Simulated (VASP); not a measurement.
Input of a VASP 6.6.1 run:

INCAR

```
SYSTEM = Ru
ALGO     = Normal         ! electronic algorithm
EDIFF    = 1E-7           ! SCF threshold, eV
ENCUT    = 520            ! plane-wave cutoff, eV
GGA      = PE             ! functional
ISIF     = 2              ! what is computed and relaxed
ISMEAR   = 0              ! smearing method
LASPH    = .True.         ! aspherical terms in the spheres
LCHARG   = .True.         ! write CHGCAR
LELF     = .True.         ! ELF
LREAL    = .False.        ! projectors in reciprocal space
LVHAR    = .True.       
LWAVE    = .False.        ! write WAVECAR
NBANDS   = 13             ! bands
NELM     = 80             ! most SCF steps
PREC     = Accurate       ! precision mode
SIGMA    = 0.15           ! smearing width, eV
```

Contents of KPOINTS:

```
k-points
0
Gamma
  20 20 20
  0 0 0
```

Contents of POSCAR:

```
Ru
1.0
   -0.0666779414      1.7764908666      1.7764908666
    1.7764908666     -0.0666779414      1.7764908666
    1.7764908666      1.7764908666     -0.0666779414
Ru
1
Direct
    0.0000000000      0.0000000000      0.0000000000
```

Potentials or basis: VASP PAW PBE potentials, release 64 (Ru_pv).

Command:

```sh
$ cat potpaw_PBE.64/Ru_pv/POTCAR > POTCAR
$ mpirun -np 1 vasp_std > vasp.out
```

Question: What does it give for the band gap on the k mesh?

Answer: Zero (band 7 reaches 18.19 eV, above the bottom of band 8 at 13.77 eV).

Question: What does it give for the pressure?

Answer: 71.0 GPa.

Stress tensor (GPa, compression positive):
```
70.98 14.74 14.74
14.74 70.98 14.74
14.74 14.74 70.98
```
